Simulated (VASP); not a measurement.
# Sm2B2Rh (P4/mmm) in VASP: further runs

Runs on Sm2B2Rh. Level: PBE. Tasks: single point.

All numbers are computed with VASP 6.6.1; they aren't measurements. Logs are shortened: lines on timing, memory, paths and dates and some standing lists are left out, and cuts for length are marked.

### Step 1. The cell of the first run

The structure is tetragonal, space group P4/mmm (No. 123). The conventional cell has a = 5.300 Å, b = 5.300 Å, c = 3.162 Å, α = 90.00°, β = 90.00°, γ = 90.00°. Within 3.6 Å of Sm (site symmetry mmm) lie 8 B at 2.77 to 3.56 Å and 4 Rh at 3.09 Å and 2 Sm at 3.16 Å. B (site symmetry 4mm) has 2 B at 1.58 Å within 2.1 Å. Rh (site symmetry 4/mmm) has 8 Sm at 3.09 Å and 2 Rh at 3.16 Å and 8 B at 3.83 Å within 4.1 Å.

The cell was built from a structure type or drawn by symmetry, and may not be a known phase.

### Step 2. Single point, PBE

The input, INCAR:

```
SYSTEM = Sm2B2Rh
PREC = Accurate ; ENCUT = 500
EDIFF = 1E-6 ; ISMEAR = 0
SIGMA = 0.1 ; LREAL = .FALSE.
LASPH = .TRUE. ; NELM = 200
ALGO = Normal ; ISIF = 2
LWAVE = .FALSE. ; LCHARG = .FALSE.
GGA = PE ; NBANDS = 30
GGA_COMPAT = .FALSE. ; LMAXMIX = 6
```

The input, KPOINTS:

```
Automatic mesh
0
G
  4 4 4
  0 0 0
```

The input, POSCAR:

```
Sm2B2Rh
1.0
    5.2998792811      0.0000000000      0.0000000000
    0.0000000000      5.2998792811      0.0000000000
    0.0000000000      0.0000000000      3.1619682630
Sm B Rh
2 2 1
Direct
    0.0000000000      0.5000000000      0.5000000000
    0.5000000000      0.0000000000      0.5000000000
    0.5000000000      0.5000000000      0.2500567390
    0.5000000000      0.5000000000      0.7499432610
    0.0000000000      0.0000000000      0.0000000000
```

Potentials or basis: VASP PAW PBE potentials, release 64 (Sm_3, B, Rh_pv), 4f in core.

Started as:

```sh
> cat potpaw_PBE.64/Sm_3/POTCAR potpaw_PBE.64/B/POTCAR potpaw_PBE.64/Rh_pv/POTCAR > POTCAR
> mpirun -np 1 vasp_std > vasp.out
```

OUTCAR:

```text
SYSTEM = Sm2B2Rh
   PREC = Accurate
   ENCUT = 500
   EDIFF = 1E-6
   ISMEAR = 0
   LREAL = .FALSE.
   LASPH = .TRUE.
   NELM = 200
   ISIF = 2
   GGA = PE

 ion  position               nearest neighbor table
   1  0.000  0.500  0.500-   3 2.77   4 2.77   3 2.77   4 2.77   5 3.09   5 3.09   5 3.09   5 3.09
                             2 3.75   2 3.75   2 3.75   2 3.75
   2  0.500  0.000  0.500-   3 2.77   4 2.77   3 2.77   4 2.77   5 3.09   5 3.09   5 3.09   5 3.09
                             1 3.75   1 3.75   1 3.75   1 3.75
   3  0.500  0.500  0.250-   4 1.58   4 1.58   1 2.77   2 2.77   2 2.77   1 2.77
   4  0.500  0.500  0.750-   3 1.58   3 1.58   2 2.77   1 2.77   2 2.77   1 2.77
   5  0.000  0.000  0.000-   1 3.09   2 3.09   1 3.09   2 3.09   1 3.09   1 3.09   2 3.09   2 3.09

  LATTYP: Found a simple tetragonal cell.
 ALAT       =     5.2998792811
 C/A-ratio  =     0.5966113746

  Lattice vectors:

 A1 = (   5.2998792811,   0.0000000000,   0.0000000000)
 A2 = (   0.0000000000,   5.2998792811,   0.0000000000)
 A3 = (   0.0000000000,   0.0000000000,   3.1619682630)

Analysis of symmetry for initial positions (statically):
=====================================================================
 Subroutine PRICEL returns:
 Original cell was already a primitive cell.

 Routine SETGRP: Setting up the symmetry group for a
 simple tetragonal supercell.

 Subroutine GETGRP returns: Found 16 space group operations
 (whereof 16 operations were pure point group operations)
 out of a pool of 16 trial point group operations.

The static configuration has the point symmetry D_4h.

Analysis of symmetry for dynamics (positions and initial velocities):
=====================================================================
 Subroutine PRICEL returns:
 Original cell was already a primitive cell.

 Routine SETGRP: Setting up the symmetry group for a
 simple tetragonal supercell.

 Subroutine GETGRP returns: Found 16 space group operations
 (whereof 16 operations were pure point group operations)
 out of a pool of 16 trial point group operations.

The dynamic configuration has the point symmetry D_4h.

 Subroutine INISYM returns: Found 16 space group operations
 (whereof 16 operations are pure point group operations),
 and found     1 'primitive' translations

----------------------------------------------------------------------------------------

                                     Primitive cell

  volume of cell :      88.8156

  direct lattice vectors                    reciprocal lattice vectors
[... 90 lines left out ...]
   IBRION =     -1    ionic relax: 0-MD 1-quasi-New 2-CG
   NFREE  =      0    steps in history (QN), initial steepest desc. (CG)
   ISIF   =      2    stress and relaxation
   ISYM   =      2    0-nonsym 1-usesym 2-fastsym
   POTIM  = 0.5000    time-step for ionic-motion
   TEBEG  =    0.0;   TEEND  =   0.0 temperature during run
   PSTRESS=    0.0 pullay stress
   NELECT =      43.0000    total number of electrons
   NUPDOWN=      -1.0000    fix difference up-down
   EMIN   =  10.00;   EMAX   =-10.00  energy-range for DOS
   EFERMI =   0.00;   METHOD = LEGACY
   ISMEAR =     0;   SIGMA  =   0.10  broadening in eV -4-tet -1-fermi 0-gaus
   EFERMI_NEDOS =   21; number of points for ismear=-14 and -15
   IALGO  =     38    algorithm
   IMIX   =      4    mixing-type and parameters
     AMIX     =   0.40;   BMIX     =  1.00
     AMIX_MAG =   1.60;   BMIX_MAG =  1.00
  volume/ion in A,a.u.               =      17.76       119.87
  Fermi-wavevector in a.u.,A,eV,Ry     =   1.285487  2.429219 22.483327  1.652478
  Thomas-Fermi vector in A             =   2.417619
   LORBIT       =      0    0 simple, 1 ext, 2 COOP (PROOUT), +10 PAW based schemes
   GGA     = PE    functional components
   LHFCALC =     F    Hartree Fock is set to
   AEXX    =    0.0000 exact exchange contribution
   IVDW    =     0    specifies the selected vdW correction
   LEPSILON=     F    determine dielectric tensor
   LRPA    =     F    only Hartree local field effects (RPA)
 non-spin polarized calculation
 Gauss-broadening in eV      SIGMA  =   0.10
  energy-cutoff  :      500.00
  volume of cell :       88.82
 maximum number of plane-waves:      2280
 NGX is ok and might be reduce to    40
   NGX = 19   NGY = 19   NGZ = 11

 number of electron      42.9999990 magnetization

 Free energy of the ion-electron system (eV)
  ---------------------------------------------------
  ext. energy  EPLUGINS =         0.00000000
  ---------------------------------------------------
  free energy    TOTEN  =       -31.31596879 eV

  energy without entropy =      -31.29797571  energy(sigma->0) =      -31.30697225

 E-fermi :   5.2084     XC(G=0): -11.0702

 val. band max:        5.2038323391   @ k =   0.2500   0.0000   0.0000
 cond. band min:       5.2735814447   @ k =   0.2500   0.2500   0.0000
 fundamental gap:      0.0697491056
 Fermi energy:         5.2083778461

 k-point     1 :       0.0000    0.0000    0.0000
  band No.  band energies     occupation
      1     -40.5105      2.00000
      2     -40.4170      2.00000
      3     -40.4170      2.00000
      4     -35.8807      2.00000
      5     -35.8362      2.00000
      6     -15.4974      2.00000
[... 583 lines left out ...]
     29       9.1654      0.00000
     30      11.1057      0.00000

------------------------ aborting loop because EDIFF is reached ----------------------------------------

  FORCE on cell =-STRESS in cart. coord.  units (eV):
  Direction    XX          YY          ZZ          XY          YZ          ZX
  --------------------------------------------------------------------------------------
  -------------------------------------------------------------------------------------
  Total        0.2525078      0.2525078      0.1611149      0.0000000      0.0000000      0.0000000
  in kB        4.5550799      4.5550799      2.9064089      0.0000000      0.0000000      0.0000000
  external PRESSURE =       4.0055229 kB  Pullay stress =       0.0000000 kB

 VOLUME and BASIS-vectors are now :
 -----------------------------------------------------------------------------
  energy-cutoff  :      500.00
  volume of cell :       88.82
      direct lattice vectors                 reciprocal lattice vectors
     5.299879281  0.000000000  0.000000000     0.188683543  0.000000000  0.000000000
     0.000000000  5.299879281  0.000000000     0.000000000  0.188683543  0.000000000
     0.000000000  0.000000000  3.161968263     0.000000000  0.000000000  0.316258709

 POSITION                                       TOTAL-FORCE (eV/Angst)
 -----------------------------------------------------------------------------------
      0.00000      2.64994      1.58098         0.000000     -0.000000      0.000000
      2.64994      0.00000      1.58098         0.000000     -0.000000      0.000000
      2.64994      2.64994      0.79067         0.000000     -0.000000     -0.034908
      2.64994      2.64994      2.37130         0.000000      0.000000      0.034908
      0.00000      0.00000      0.00000         0.000000     -0.000000      0.000000
 -----------------------------------------------------------------------------------
    total drift:                               -0.000000      0.000000     -0.000000

  FREE ENERGIE OF THE ION-ELECTRON SYSTEM (eV)
  ---------------------------------------------------
  free  energy   TOTEN  =       -31.3159687948 eV

  energy  without entropy=      -31.2979757082  energy(sigma->0) =      -31.30697225
```

stdout:

```text
POSCAR found type information on POSCAR SmB Rh
 POSCAR found :  3 types and       5 ions
 scaLAPACK will be used
 LDA part: xc-table for (Slater+PW92), standard interpolation
 POSCAR, INCAR and KPOINTS ok, starting setup
 FFT: planning ... GRIDC
 FFT: planning ... GRID_SOFT
 FFT: planning ... GRID
 WAVECAR not read
 entering main loop
```

Wall time 38 s (1 thread of AMD EPYC 7R13 (Zen 3), shared host); peak memory 0.18 GiB.

Results:

```
Free energy            : -31.3160 eV
Pressure               : 0.4 GPa
Largest force          : 0.035 eV/Å
Band gap on the k mesh : zero (an odd number of electrons rules out a gap without spin polarisation)
```

Forces in eV/Å, atoms in the order of the input:
```
Sm   0.000  0.000  0.000
Sm   0.000  0.000  0.000
B    0.000  0.000 -0.035
B    0.000  0.000  0.035
Rh   0.000  0.000  0.000
```

Caveat: the k points lie up to 0.50 Å⁻¹ apart, too coarse for converged energies and pressures of a metal; spin-orbit coupling is left out, which moves the levels of the heavy elements; the 4f electrons are frozen in the core, so they carry no moment and show no levels. Spin polarisation is off, so any magnetic state and its effect on volume and gap are missing.

### Step 3. Single point, PBE

This run uses another cell than the first one, of 19.12 Å³/atom.

The input, INCAR:

```
SYSTEM = Sm2B2Rh
PREC = Accurate
ENCUT = 500
EDIFF = 1E-6
ISMEAR = 0
SIGMA = 0.1
LREAL = .FALSE.
LASPH = .TRUE.
NELM = 200
ALGO = Normal
ISIF = 2
LWAVE = .FALSE.
LCHARG = .FALSE.
GGA = PE
NBANDS = 30
GGA_COMPAT = .FALSE.
LMAXMIX = 6
```

The input, KPOINTS:

```
regular mesh
0
G
  4 4 4
  0 0 0
```

The input, POSCAR:

```
Sm2B2Rh
1.0
    4.1404472300      0.0000000000      0.0000000000
    0.0000000000      4.1404472300      0.0000000000
    0.0000000000      0.0000000000      5.5772514400
Sm B Rh
2 2 1
Direct
    0.0000000000      0.5000000000      0.5000000000
    0.5000000000      0.0000000000      0.5000000000
    0.5000000000      0.5000000000      0.1990660400
    0.5000000000      0.5000000000      0.8009339600
    0.0000000000      0.0000000000      0.0000000000
```

Potentials or basis: VASP PAW PBE potentials, release 64 (Sm_3, B, Rh_pv), 4f in core.

Started as:

```sh
> cat potpaw_PBE.64/Sm_3/POTCAR potpaw_PBE.64/B/POTCAR potpaw_PBE.64/Rh_pv/POTCAR > POTCAR
> mpirun -np 1 vasp_std > vasp.out
```

It took 50 s on 1 thread of AMD EPYC 7R13 (Zen 3), shared host; peak memory 0.18 GiB.

It converged, with:

```
Free energy            : -24.9516 eV
Pressure               : -3.8 GPa
Largest force          : 3.247 eV/Å
Band gap on the k mesh : zero (an odd number of electrons rules out a gap without spin polarisation)
```

Forces in eV/Å, atoms in the order of the input:
```
Sm   0.000  0.000  0.000
Sm   0.000  0.000  0.000
B    0.000  0.000 -3.247
B    0.000  0.000  3.247
Rh   0.000  0.000  0.000
```

Stress tensor (GPa, compression positive):
```
  3.62   0.00   0.00
  0.00   3.62   0.00
  0.00   0.00 -18.58
```

Levels at points of the mesh, in eV from the Fermi level:
```
           k point  band 17  band 18  band 19  band 20  band 21  band 22  band 23  band 24  band 25  band 26
(0.00, 0.00, 0.00)    -2.22    -1.48    -1.35    -0.57    -0.16     0.25     0.25     0.43     0.43     1.45
(0.50, 0.00, 0.00)    -1.69    -1.36    -0.86    -0.49    -0.42    -0.39     1.04     1.58     2.55     2.86
(0.50, 0.50, 0.00)    -1.47    -1.24    -1.23    -0.91    -0.51     0.27     0.35     0.35     1.18     2.75
(0.00, 0.00, 0.50)    -1.28    -1.27    -1.20    -1.20    -1.11    -0.84    -0.61     0.36     2.09     2.89
(0.50, 0.00, 0.50)    -1.46    -1.06    -0.96    -0.93    -0.54     0.32     0.39     1.56     2.17     2.26
(0.50, 0.50, 0.50)    -1.99    -0.85    -0.85    -0.53    -0.13    -0.13    -0.10     0.05     1.63     1.63
```

Caveat: the k points lie up to 0.38 Å⁻¹ apart, too coarse for converged energies and pressures of a metal; spin-orbit coupling is left out, which moves the levels of the heavy elements; the 4f electrons are frozen in the core, so they carry no moment and show no levels; forces of over 1 eV/Å act on the atoms, so gaps and moduli don't describe the material at rest. Spin polarisation is off, so any magnetic state and its effect on volume and gap are missing.
